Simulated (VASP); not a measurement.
Write the native input for VASP 6.6.1 that does the following.

```
Task                   : single point
Functional             : PBEsol
Potentials or basis    : VASP PAW PBE potentials, release 64 (Al, N)
Cutoff                 : 520 eV
k mesh                 : 15 × 15 × 15
Occupations            : fermi-dirac, width 0.08 eV
Spin                   : no spin polarisation
Dipole correction      : no
Further INCAR settings : ALGO = Normal; EDIFF = 1e-06; NBANDS = 11
```

The structure of AlN (zincblende type) lies in POSCAR:

```
AlN
1.0
    0.0000000000      1.8862471766      1.8862471766
    1.8862471766      0.0000000000      1.8862471766
    1.8862471766      1.8862471766      0.0000000000
Al N
1 1
Direct
    0.0000000000      0.0000000000      0.0000000000
    0.2500000000      0.2500000000      0.2500000000
```

This cell differs from its parent crystal: volume scaled by 0.64.

One way to write it, as run:

INCAR

```
SYSTEM = AlN
PREC     = Accurate       ! precision mode
ENCUT    = 520            ! plane-wave cutoff, eV
EDIFF    = 1E-6           ! SCF threshold, eV
ISMEAR   = -1             ! smearing method
SIGMA    = 0.08           ! smearing width, eV
LREAL    = .False.        ! projectors in reciprocal space
LASPH    = .True.         ! aspherical terms in the spheres
NELM     = 100            ! most SCF steps
ALGO     = Normal         ! electronic algorithm
ISIF     = 2              ! what is computed and relaxed
LWAVE    = .False.        ! write WAVECAR
LCHARG   = .True.         ! write CHGCAR
GGA      = PS             ! functional
LELF     = .True.         ! ELF
LVHAR    = .True.       
NBANDS   = 11             ! bands
```

KPOINTS

```
regular mesh
0
Gamma
  15 15 15
  0 0 0
```

Potentials or basis: VASP PAW PBE potentials, release 64 (Al, N).

Command:

```sh
$ cat potpaw_PBE.64/Al/POTCAR potpaw_PBE.64/N/POTCAR > POTCAR
$ mpirun -np 1 vasp_std > vasp.out
```

It gave:

```
Pressure               : 212.0 GPa
Band gap on the k mesh : 3.32 eV, indirect (least direct gap 5.49 eV)
```

Caveat: the PAW data sets were made with another functional, which shifts forces and pressure a little.

Wall time 16 s on 1 thread of Intel(R) Xeon(R) Platinum 8488C (Sapphire Rapids), on a shared host, peak memory 0.13 GiB.
